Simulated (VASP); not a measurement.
# Na (Im-3m) in VASP: density of states with PBE

Aim: the density of states of Na with PBE.

Program: VASP 6.6.1. These are calculated values, not measurements. Logs are shortened: lines on timing, memory, paths and dates and some standing lists are left out, and cuts for length are marked.

## 1. The cell of the first run

The structure is cubic, space group Im-3m (No. 229). Conventional cell: a = 4.197 Å, b = 4.197 Å, c = 4.197 Å, α = 90.00°, β = 90.00°, γ = 90.00°. Within 4.8 Å of Na (site symmetry m-3m) lie 14 Na at 3.63 to 4.20 Å.

## 2. Density of states, PBE

Contents of POSCAR:

```
Na
1.0
   -2.0986242452      2.0986242452      2.0986242452
    2.0986242452     -2.0986242452      2.0986242452
    2.0986242452      2.0986242452     -2.0986242452
Na
1
Direct
    0.0000000000      0.0000000000      0.0000000000
```

Contents of INCAR.step1:

```
SYSTEM = Na
PREC = Accurate ; ENCUT = 520
EDIFF = 1E-7 ; ISMEAR = 0
SIGMA = 0.05 ; LREAL = .FALSE.
LASPH = .TRUE. ; NELM = 60
ALGO = Normal ; ISIF = 2
LWAVE = .FALSE. ; LCHARG = .TRUE.
GGA = PE ; NBANDS = 10
```

Contents of KPOINTS.step1:

```
regular mesh
0
G
  14 14 14
  0 0 0
```

Contents of INCAR.step2:

```
SYSTEM = Na
PREC = Accurate ; ENCUT = 520
EDIFF = 1E-7 ; ISMEAR = -5
SIGMA = 0.05 ; LREAL = .FALSE.
LASPH = .TRUE. ; NELM = 60
ALGO = Normal ; ISIF = 2
LWAVE = .FALSE. ; LCHARG = .FALSE.
GGA = PE ; LORBIT = 10
NBANDS = 10 ; NEDOS = 1001
ICHARG = 11
```

Contents of KPOINTS.step2:

```
regular mesh
0
G
  21 21 21
  0 0 0
```

Potentials or basis: VASP PAW PBE potentials, release 64 (Na_pv).

Command:

```sh
> cat potpaw_PBE.64/Na_pv/POTCAR > POTCAR
> cp INCAR.step1 INCAR
> cp KPOINTS.step1 KPOINTS
> mpirun -np 1 vasp_std > vasp.out
> cp INCAR.step2 INCAR
> cp KPOINTS.step2 KPOINTS
> mpirun -np 1 vasp_std > vasp.out
```

OUTCAR:

```text
SYSTEM = Na
   PREC = Accurate
   ENCUT = 520
   EDIFF = 1E-7
   ISMEAR = -5
   LREAL = .FALSE.
   LASPH = .TRUE.
   NELM = 60
   ISIF = 2
   GGA = PE
   LORBIT = 10
   ICHARG = 11

 ion  position               nearest neighbor table
   1  0.000  0.000  0.000-

  LATTYP: Found a body centered cubic cell.
 ALAT       =     4.1972484904

  Lattice vectors:

 A1 = (  -2.0986242452,   2.0986242452,   2.0986242452)
 A2 = (   2.0986242452,  -2.0986242452,   2.0986242452)
 A3 = (   2.0986242452,   2.0986242452,  -2.0986242452)

Analysis of symmetry for initial positions (statically):
=====================================================================
 Subroutine PRICEL returns:
 Original cell was already a primitive cell.

 Routine SETGRP: Setting up the symmetry group for a
 body centered cubic supercell.

 Subroutine GETGRP returns: Found 48 space group operations
 (whereof 48 operations were pure point group operations)
 out of a pool of 48 trial point group operations.

The static configuration has the point symmetry O_h .

Analysis of symmetry for dynamics (positions and initial velocities):
=====================================================================
 Subroutine PRICEL returns:
 Original cell was already a primitive cell.

 Routine SETGRP: Setting up the symmetry group for a
 body centered cubic supercell.

 Subroutine GETGRP returns: Found 48 space group operations
 (whereof 48 operations were pure point group operations)
 out of a pool of 48 trial point group operations.

The dynamic configuration has the point symmetry O_h .

 Subroutine INISYM returns: Found 48 space group operations
 (whereof 48 operations are pure point group operations),
 and found     1 'primitive' translations

----------------------------------------------------------------------------------------

                                     Primitive cell

  volume of cell :      36.9712

  direct lattice vectors                    reciprocal lattice vectors
    -2.098624245  2.098624245  2.098624245     0.000000000  0.238251322  0.238251322
     2.098624245 -2.098624245  2.098624245     0.238251322  0.000000000  0.238251322
     2.098624245  2.098624245 -2.098624245     0.238251322  0.238251322  0.000000000

  length of vectors
     3.634923819  3.634923819  3.634923819     0.336938250  0.336938250  0.336938250
[... 80 lines left out ...]
   NELM   =     60;   NELMIN=  2; NELMDL=  0     # of ELM steps
   EDIFF  = 0.1E-06   stopping-criterion for ELM
   LREAL  =      F    real-space projection
   EDIFFG = 0.1E-05   stopping-criterion for IOM
   NSW    =      0    number of steps for IOM
   IBRION =     -1    ionic relax: 0-MD 1-quasi-New 2-CG
   NFREE  =      0    steps in history (QN), initial steepest desc. (CG)
   ISIF   =      2    stress and relaxation
   ISYM   =      2    0-nonsym 1-usesym 2-fastsym
   POTIM  = 0.5000    time-step for ionic-motion
   TEBEG  =    0.0;   TEEND  =   0.0 temperature during run
   PSTRESS=    0.0 pullay stress
   NELECT =       7.0000    total number of electrons
   NUPDOWN=      -1.0000    fix difference up-down
   EMIN   =  10.00;   EMAX   =-10.00  energy-range for DOS
   EFERMI =   0.00;   METHOD = LEGACY
   ISMEAR =    -5;   SIGMA  =   0.05  broadening in eV -4-tet -1-fermi 0-gaus
   EFERMI_NEDOS =   21; number of points for ismear=-14 and -15
   IALGO  =     38    algorithm
   IMIX   =      4    mixing-type and parameters
     AMIX     =   0.40;   BMIX     =  1.00
     AMIX_MAG =   1.60;   BMIX_MAG =  1.00
  volume/ion in A,a.u.               =      36.97       249.49
  Fermi-wavevector in a.u.,A,eV,Ry     =   0.940054  1.776445 12.023491  0.883702
  Thomas-Fermi vector in A             =   2.067428
   LORBIT       =     10    0 simple, 1 ext, 2 COOP (PROOUT), +10 PAW based schemes
   GGA     = PE    functional components
   LHFCALC =     F    Hartree Fock is set to
   AEXX    =    0.0000 exact exchange contribution
   IVDW    =     0    specifies the selected vdW correction
   LEPSILON=     F    determine dielectric tensor
   LRPA    =     F    only Hartree local field effects (RPA)
 non-spin polarized calculation
 Fermi weights with tetrahedron method with Bloechl corrections
  energy-cutoff  :      520.00
  volume of cell :       36.97
 maximum number of plane-waves:      1010

 number of electron       7.0000005 magnetization

 Free energy of the ion-electron system (eV)
  ---------------------------------------------------
  ext. energy  EPLUGINS =         0.00000000
  ---------------------------------------------------
  free energy    TOTEN  =        -1.31104480 eV

  energy without entropy =       -1.31104480  energy(sigma->0) =       -1.31104480

 E-fermi :   0.3587     XC(G=0):  -6.5092

 val. band max:        0.3106880010   @ k =   0.3810   0.0952  -0.0000
 cond. band min:       0.3484568184   @ k =  -0.4286   0.4286   0.0952
 fundamental gap:      0.0377688174
 Fermi energy:         0.3586929865

 k-point     1 :       0.0000    0.0000    0.0000
  band No.  band energies     occupation
      1     -24.5627      2.00000
      2     -24.5627      2.00000
      3     -24.5627      2.00000
      4      -2.9470      2.00000
      5      12.0869      0.00000
      6      12.0869      0.00000
      7      12.0869      0.00000
      8      13.0886      0.00000
      9      13.0887      0.00000
     10      13.6467      0.00000
[... 287 lines left out ...]
 k-point    24 :       0.1905    0.0952   -0.0000
  band No.  band energies     occupation
      1     -24.5806      2.00000
      2     -24.5682      2.00000
      3     -24.5638      2.00000
      4      -1.8366      2.00000
      5       6.7119      0.00000
      6       8.2857      0.00000
      7      10.0198      0.00000
      8      11.3838      0.00000
      9      12.7184      0.00000
     10      13.7379      0.00000

 [... further k-points ...]
[... 5 lines left out ...]
  --------------------------------------------------------------------------------------
  -------------------------------------------------------------------------------------
  Total       -0.0013227     -0.0013227     -0.0013227      0.0000000      0.0000000     -0.0000000
  in kB       -0.0573184     -0.0573184     -0.0573184      0.0000000      0.0000000     -0.0000000
  external PRESSURE =      -0.0573184 kB  Pullay stress =       0.0000000 kB

 VOLUME and BASIS-vectors are now :
 -----------------------------------------------------------------------------
  energy-cutoff  :      520.00
  volume of cell :       36.97
      direct lattice vectors                 reciprocal lattice vectors
    -2.098624245  2.098624245  2.098624245     0.000000000  0.238251322  0.238251322
     2.098624245 -2.098624245  2.098624245     0.238251322  0.000000000  0.238251322
     2.098624245  2.098624245 -2.098624245     0.238251322  0.238251322  0.000000000

 POSITION                                       TOTAL-FORCE (eV/Angst)
 -----------------------------------------------------------------------------------
      0.00000      0.00000      0.00000         0.000000      0.000000     -0.000000
 -----------------------------------------------------------------------------------
    total drift:                               -0.000000     -0.000000      0.000000

  FREE ENERGIE OF THE ION-ELECTRON SYSTEM (eV)
  ---------------------------------------------------
  free  energy   TOTEN  =        -1.3110448029 eV

  energy  without entropy=       -1.3110448029  energy(sigma->0) =       -1.31104480

 total charge

# of ion       s       p       d       tot
------------------------------------------
    1        0.098   5.964   0.000   6.062
```

OUTCAR.step1:

```text
SYSTEM = Na
   PREC = Accurate
   ENCUT = 520
   EDIFF = 1E-7
   ISMEAR = 0
   LREAL = .FALSE.
   LASPH = .TRUE.
   NELM = 60
[... 528 lines left out ...]
 -----------------------------------------------------------------------------------
      0.00000      0.00000      0.00000         0.000000     -0.000000      0.000000
 -----------------------------------------------------------------------------------
    total drift:                               -0.000000      0.000000      0.000000

  FREE ENERGIE OF THE ION-ELECTRON SYSTEM (eV)
  ---------------------------------------------------
  free  energy   TOTEN  =        -1.3108337865 eV

  energy  without entropy=       -1.3096848034  energy(sigma->0) =       -1.31025929
```

Wall time 91 s (1 thread of AMD EPYC 7R13 (Zen 3), shared host); peak memory 0.18 GiB.

What came out:

| Item | Value |
| --- | --- |
| Valence electrons inside the program's atomic spheres | Na 6.06 |

Levels at points of the mesh, in eV from the Fermi level:
| k point | band 1 | band 2 | band 3 | band 4 | band 5 | band 6 | band 7 | band 8 | band 9 |
| --- | --- | --- | --- | --- | --- | --- | --- | --- | --- |
| (0.00, 0.00, 0.00) | -24.92 | -24.92 | -24.92 | -3.31 | 11.73 | 11.73 | 11.73 | 12.73 | 12.73 |

Caveat: tetrahedron occupations give inexact forces and stress in metals.
